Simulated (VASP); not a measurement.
# Cs in VASP: a series of runs

Runs on Cs. Level: PBE. Tasks: single point.

Everything below comes from runs of VASP 6.6.1. Logs are shortened: lines on timing, memory, paths and dates and some standing lists are left out, and cuts for length are marked.

**1. The cell of the first run**

The cell holds a slab with vacuum, 2 atoms: a = 5.497 Å, b = 8.906 Å, c = 21.587 Å, α = 90.00°, β = 90.00°, γ = 90.00°.

**2. Single point, PBE**

INCAR reads:

```
PREC = Accurate
ENCUT = 520
EDIFF = 1E-6
ISMEAR = -1
SIGMA = 0.05
LREAL = F
LASPH = T
NELM = 60
ALGO = Normal
ISIF = 2
LWAVE = F
LCHARG = F
LDIPOL = T
IDIPOL = 3
DIPOL = 0.5 0.5 0.500
GGA = PE
NBANDS = 16
```

KPOINTS reads:

```
regular mesh
0
Gamma
  6 4 1
```

POSCAR reads:

```
Cs
1.0
    5.4974881302      0.0000000000      0.0000000000
    0.0000000000      8.9059307710      0.0000000000
    0.0000000000      0.0000000000     21.5870000000
Cs
2
Direct
    0.7500000000      0.7500000000      0.4632420411
    0.2500000000      0.2500000000      0.5367579589
```

Potentials or basis: VASP PAW PBE potentials, release 64 (Cs_sv).

Started as:

```
$ cat potpaw_PBE.64/Cs_sv/POTCAR > POTCAR
$ mpirun -np 1 vasp_std > vasp.out
```

OUTCAR:

```text
PREC = Accurate
   ENCUT = 520
   EDIFF = 1E-6
   ISMEAR = -1
   LREAL = F
   LASPH = T
   NELM = 60
   ISIF = 2
   GGA = PE

 ion  position               nearest neighbor table
   1  0.750  0.750  0.463-
   2  0.250  0.250  0.537-

  LATTYP: Found a simple orthorhombic cell.
 ALAT       =     5.4974881302
 B/A-ratio  =     1.6200000000
 C/A-ratio  =     3.9267024300

  Lattice vectors:

 A1 = (   5.4974881302,   0.0000000000,   0.0000000000)
 A2 = (   0.0000000000,   8.9059307710,   0.0000000000)
 A3 = (   0.0000000000,   0.0000000000,  21.5870000000)

Analysis of symmetry for initial positions (statically):
=====================================================================
 Subroutine PRICEL returns:
 Original cell was already a primitive cell.

 Routine SETGRP: Setting up the symmetry group for a
 simple orthorhombic supercell.

 Subroutine GETGRP returns: Found  8 space group operations
 (whereof  2 operations were pure point group operations)
 out of a pool of  8 trial point group operations.

The static configuration has the point symmetry S_2 .
 The point group associated with its full space group is D_2h.

Analysis of symmetry for dynamics (positions and initial velocities):
=====================================================================
 Subroutine PRICEL returns:
 Original cell was already a primitive cell.

 Routine SETGRP: Setting up the symmetry group for a
 simple orthorhombic supercell.

 Subroutine GETGRP returns: Found  8 space group operations
 (whereof  2 operations were pure point group operations)
 out of a pool of  8 trial point group operations.

The dynamic configuration has the point symmetry S_2 .
 The point group associated with its full space group is D_2h.

 Subroutine INISYM returns: Found  8 space group operations
 (whereof  2 operations are pure point group operations),
 and found     1 'primitive' translations

----------------------------------------------------------------------------------------

                                     Primitive cell

  volume of cell :    1056.9049

  direct lattice vectors                    reciprocal lattice vectors
     5.497488130  0.000000000  0.000000000     0.181901257  0.000000000  0.000000000
     0.000000000  8.905930771  0.000000000     0.000000000  0.112284726  0.000000000
     0.000000000  0.000000000 21.587000000     0.000000000  0.000000000  0.046324177

  length of vectors
     5.497488130  8.905930771 21.587000000     0.181901257  0.112284726  0.046324177

  position of ions in fractional coordinates (direct lattice)
     0.750000000  0.750000000  0.463242041
     0.250000000  0.250000000  0.536757959

  ion indices of the primitive-cell ions
   primitive index   ion index
                 1           1
                 2           2

----------------------------------------------------------------------------------------

 KPOINTS: regular mesh

Automatic generation of k-mesh.
 Grid dimensions read from file:
 generate k-points for:    6    4    1

 Generating k-lattice:

  Cartesian coordinates                     Fractional coordinates (reciprocal lattice)
     0.030316876  0.000000000  0.000000000     0.166666667  0.000000000  0.000000000
     0.000000000  0.028071182  0.000000000     0.000000000  0.250000000  0.000000000
     0.000000000  0.000000000  0.046324177     0.000000000  0.000000000  1.000000000

  Length of vectors
     0.030316876  0.028071182  0.046324177

  Shift w.r.t. Gamma in fractional coordinates (k-lattice)
     0.000000000  0.000000000  0.000000000

 Subroutine IBZKPT returns following result:
 ===========================================

 Found     12 irreducible k-points:

 Following reciprocal coordinates:
            Coordinates               Weight
  0.000000  0.000000  0.000000      1.000000
  0.166667  0.000000  0.000000      2.000000
  0.333333  0.000000  0.000000      2.000000
  0.500000  0.000000  0.000000      1.000000
  0.000000  0.250000  0.000000      2.000000
  0.166667  0.250000  0.000000      4.000000
  0.333333  0.250000  0.000000      4.000000
  0.500000  0.250000  0.000000      2.000000
  0.000000  0.500000  0.000000      1.000000
  0.166667  0.500000  0.000000      2.000000
  0.333333  0.500000  0.000000      2.000000
  0.500000  0.500000  0.000000      1.000000
   k-points           NKPTS =     12   k-points in BZ     NKDIM =     12   number of bands    NBANDS=     16
   number of dos      NEDOS =    301   number of ions     NIONS =      2
   total plane-waves  NPLWV = 476280
   dimension x,y,z NGX =    42 NGY =   70 NGZ =  162
   dimension x,y,z NGXF=    84 NGYF=  140 NGZF=  324
   ions per type =               2
   NGX,Y,Z   is equivalent  to a cutoff of  12.70, 13.07, 12.48 a.u.
   NGXF,Y,Z  is equivalent  to a cutoff of  25.40, 26.13, 24.95 a.u.
 SYSTEM =  unknown system
   PREC   = accura    normal or accurate (medium, high low for compatibility)
   ISTART =      0    job   : 0-new  1-cont  2-samecut
   ICHARG =      2    charge: 1-file 2-atom 10-const
   ISPIN  =      1    spin polarized calculation?
   LNONCOLLINEAR =      F non collinear calculations
   LSORBIT =      F    spin-orbit coupling
   LASPH  =      T    aspherical Exc in radial PAW
   ENCUT  =  520.0 eV  38.22 Ry    6.18 a.u.  10.22 16.56 40.14*2*pi/ulx,y,z
   NELM   =     60;   NELMIN=  2; NELMDL= -5     # of ELM steps
   EDIFF  = 0.1E-05   stopping-criterion for ELM
   LREAL  =      F    real-space projection
   EDIFFG = 0.1E-04   stopping-criterion for IOM
   NSW    =      0    number of steps for IOM
   IBRION =     -1    ionic relax: 0-MD 1-quasi-New 2-CG
   NFREE  =      0    steps in history (QN), initial steepest desc. (CG)
   ISIF   =      2    stress and relaxation
   ISYM   =      2    0-nonsym 1-usesym 2-fastsym
   POTIM  = 0.5000    time-step for ionic-motion
   TEBEG  =    0.0;   TEEND  =   0.0 temperature during run
   PSTRESS=    0.0 pullay stress
   NELECT =      18.0000    total number of electrons
   NUPDOWN=      -1.0000    fix difference up-down
   EMIN   =  10.00;   EMAX   =-10.00  energy-range for DOS
   EFERMI =   0.00;   METHOD = LEGACY
   ISMEAR =    -1;   SIGMA  =   0.05  broadening in eV -4-tet -1-fermi 0-gaus
   EFERMI_NEDOS =   21; number of points for ismear=-14 and -15
   IALGO  =     38    algorithm
   IMIX   =      4    mixing-type and parameters
     AMIX     =   0.40;   BMIX     =  1.00
     AMIX_MAG =   1.60;   BMIX_MAG =  1.00
  volume/ion in A,a.u.               =     528.45      3566.17
  Fermi-wavevector in a.u.,A,eV,Ry     =   0.421199  0.795950  2.413787  0.177408
  Thomas-Fermi vector in A             =   1.383877
   LORBIT       =      0    0 simple, 1 ext, 2 COOP (PROOUT), +10 PAW based schemes
   GGA     = PE    functional components
   LHFCALC =     F    Hartree Fock is set to
   AEXX    =    0.0000 exact exchange contribution
   IVDW    =     0    specifies the selected vdW correction
   LEPSILON=     F    determine dielectric tensor
   LRPA    =     F    only Hartree local field effects (RPA)
 non-spin polarized calculation
  energy-cutoff  :      520.00
  volume of cell :     1056.90
 maximum number of plane-waves:     28505
 NGX is ok and might be reduce to    42
   NGX = 21   NGY = 33   NGZ = 81

 number of electron      18.0000000 magnetization

 dipolmoment           0.000000      0.000000      0.000000 electrons x Angstroem

 Free energy of the ion-electron system (eV)
  ---------------------------------------------------
  ext. energy  EPLUGINS =         0.00000000
  ---------------------------------------------------
  free energy    TOTEN  =        -1.31553996 eV

  energy without entropy =       -1.29540020  energy(sigma->0) =       -1.30547008

 E-fermi :  -1.3907     XC(G=0):  -1.7921

 val. band max:       -1.4253644143   @ k =   0.0000   0.2500   0.0000
 cond. band min:      -1.3635470705   @ k =   0.3333   0.5000   0.0000
 fundamental gap:      0.0618173438
 Fermi energy:        -1.3906690701

 k-point     1 :       0.0000    0.0000    0.0000
  band No.  band energies     occupation
      1     -25.6184      2.00000
      2     -25.6146      2.00000
      3     -12.4506      2.00000
      4     -12.4499      2.00000
      5     -12.4469      2.00000
      6     -12.3726      2.00000
[... 8 lines left out ...]
     15       0.2655      0.00000
     16       0.5861      0.00000

 k-point     2 :       0.1667    0.0000    0.0000
  band No.  band energies     occupation
      1     -25.6177      2.00000
      2     -25.6144      2.00000
      3     -12.4494      2.00000
      4     -12.4488      2.00000
      5     -12.4396      2.00000
      6     -12.3869      2.00000
[... 8 lines left out ...]
     15       0.3090      0.00000
     16       0.5776      0.00000

 k-point     3 :       0.3333    0.0000    0.0000
  band No.  band energies     occupation
      1     -25.6161      2.00000
      2     -25.6142      2.00000
      3     -12.4483      2.00000
      4     -12.4474      2.00000
      5     -12.4209      2.00000
      6     -12.4128      2.00000
[... 8 lines left out ...]
     15       0.1744      0.00000
     16       0.5455      0.00000

 k-point     4 :       0.5000    0.0000    0.0000
  band No.  band energies     occupation
      1     -25.6147      2.00000
      2     -25.6147      2.00000
      3     -12.4490      2.00000
      4     -12.4490      2.00000
      5     -12.4206      2.00000
      6     -12.4206      2.00000
[... 8 lines left out ...]
     15       0.5323      0.00000
     16       0.5323      0.00000
[... 96 lines left out ...]
 k-point    10 :       0.1667    0.5000    0.0000
  band No.  band energies     occupation
      1     -25.6161      2.00000
      2     -25.6161      2.00000
      3     -12.4535      2.00000
      4     -12.4535      2.00000
      5     -12.4059      2.00000
      6     -12.4059      2.00000
[... 8 lines left out ...]
     15       0.1755      0.00000
     16       0.1755      0.00000

 k-point    11 :       0.3333    0.5000    0.0000
  band No.  band energies     occupation
      1     -25.6152      2.00000
      2     -25.6152      2.00000
      3     -12.4480      2.00000
      4     -12.4480      2.00000
      5     -12.4296      2.00000
      6     -12.4296      2.00000
[... 8 lines left out ...]
     15       0.4028      0.00000
     16       0.4028      0.00000

 k-point    12 :       0.5000    0.5000    0.0000
  band No.  band energies     occupation
      1     -25.6147      2.00000
      2     -25.6147      2.00000
      3     -12.4452      2.00000
      4     -12.4452      2.00000
      5     -12.4439      2.00000
      6     -12.4439      2.00000
[... 8 lines left out ...]
     15       0.6105      0.00000
     16       0.6105      0.00000

------------------------ aborting loop because EDIFF is reached ----------------------------------------

 vacuum level on the upper side and lower side of the slab       (xc-potential included)        -0.205        -0.205

  FORCE on cell =-STRESS in cart. coord.  units (eV):
  Direction    XX          YY          ZZ          XY          YZ          ZX
  --------------------------------------------------------------------------------------
  -------------------------------------------------------------------------------------
  Total       -0.1694156     -0.1661908     -0.0401292     -0.0000000      0.0000000      0.0000000
  in kB       -0.2568195     -0.2519311     -0.0608325     -0.0000000      0.0000000      0.0000000
  external PRESSURE =      -0.1898610 kB  Pullay stress =       0.0000000 kB

 VOLUME and BASIS-vectors are now :
 -----------------------------------------------------------------------------
  energy-cutoff  :      520.00
  volume of cell :     1056.90
      direct lattice vectors                 reciprocal lattice vectors
     5.497488130  0.000000000  0.000000000     0.181901257  0.000000000  0.000000000
     0.000000000  8.905930771  0.000000000     0.000000000  0.112284726  0.000000000
     0.000000000  0.000000000 21.587000000     0.000000000  0.000000000  0.046324177

 POSITION                                       TOTAL-FORCE (eV/Angst)
 -----------------------------------------------------------------------------------
      4.12312      6.67945     10.00001         0.000000      0.000000      0.019059
      1.37437      2.22648     11.58699         0.000000      0.000000     -0.019059
 -----------------------------------------------------------------------------------
    total drift:                                0.000000      0.000000     -0.000000

  FREE ENERGIE OF THE ION-ELECTRON SYSTEM (eV)
  ---------------------------------------------------
  free  energy   TOTEN  =        -1.3155399645 eV

  energy  without entropy=       -1.2954002035  energy(sigma->0) =       -1.30547008

 vacuum level on the upper side and lower side of the slab         0.474         0.474
```

Wall time 2.9 min (1 thread of AMD EPYC 9R45 (Zen 5), shared host); peak memory 0.9 GiB.

Results:

```
Free energy            : -1.3155 eV
Largest force          : 0.019 eV/Å
Band gap on the k mesh : zero (bands 9 and 10 overlap by 1.00 eV)
```

Forces in eV/Å, atoms in the order of the input:
```
Cs   0.000  0.000  0.019
Cs   0.000  0.000 -0.019
```

Caveat: spin-orbit coupling is left out, which moves the levels of the heavy elements.

**3. Single point, PBE**

INCAR reads:

```
SYSTEM = Cs
ALGO     = Normal         ! electronic algorithm
DIPOL    = 0.5 0.5 0.500
EDIFF    = 1E-6           ! SCF threshold, eV
ENCUT    = 520            ! plane-wave cutoff, eV
GGA      = PE             ! functional
IDIPOL   = 3            
ISIF     = 2              ! what is computed and relaxed
ISMEAR   = -1             ! smearing method
LASPH    = .True.         ! aspherical terms in the spheres
LCHARG   = .True.         ! write CHGCAR
LDIPOL   = .True.       
LELF     = .True.         ! ELF
LREAL    = .False.        ! projectors in reciprocal space
LVACPOTAV= .True.       
LVHAR    = .True.       
LWAVE    = .False.        ! write WAVECAR
NBANDS   = 16             ! bands
NELM     = 60             ! most SCF steps
PREC     = Accurate       ! precision mode
SIGMA    = 0.05           ! smearing width, eV
```

KPOINTS reads:

```
k-points
0
Gamma
  6 4 1
  0 0 0
```

POSCAR reads:

```
Cs
1.0
    5.4974881302      0.0000000000      0.0000000000
    0.0000000000      8.9059307710      0.0000000000
    0.0000000000      0.0000000000     21.5870000000
Cs
2
Direct
    0.7500000000      0.7500000000      0.4823001324
    0.2500000000      0.2500000000      0.5176998676
```

Potentials or basis: VASP PAW PBE potentials, release 64 (Cs_sv).

Started as:

```
$ cat potpaw_PBE.64/Cs_sv/POTCAR > POTCAR
$ mpirun -np 1 vasp_std > vasp.out
```

It took 3 min on 1 thread of AMD EPYC 9R45 (Zen 5), shared host; peak memory 0.9 GiB.

The run converged. Its results:

```
Free energy            : -1.3216 eV
Band gap on the k mesh : zero (bands 9 and 10 overlap by 0.92 eV)
```

Levels at points of the mesh, in eV from the Fermi level:
| k point | band 7 | band 8 | band 9 | band 10 | band 11 | band 12 |
| --- | --- | --- | --- | --- | --- | --- |
| (0.00, 0.00, 0.00) | -10.93 | -10.92 | -1.23 | 0.34 | 0.57 | 1.13 |
| (0.50, 0.00, 0.00) | -10.98 | -10.98 | 0.27 | 0.27 | 1.12 | 1.12 |
| (0.00, 0.50, 0.00) | -10.95 | -10.95 | -0.60 | -0.60 | 0.79 | 0.79 |
| (0.50, 0.50, 0.00) | -10.95 | -10.95 | 0.32 | 0.32 | 0.95 | 0.95 |

Caveat: spin-orbit coupling is left out, which moves the levels of the heavy elements.

[end of part 1 of 2]

The gap in the log of VASP goes by the Fermi energy; the results here count the filled bands.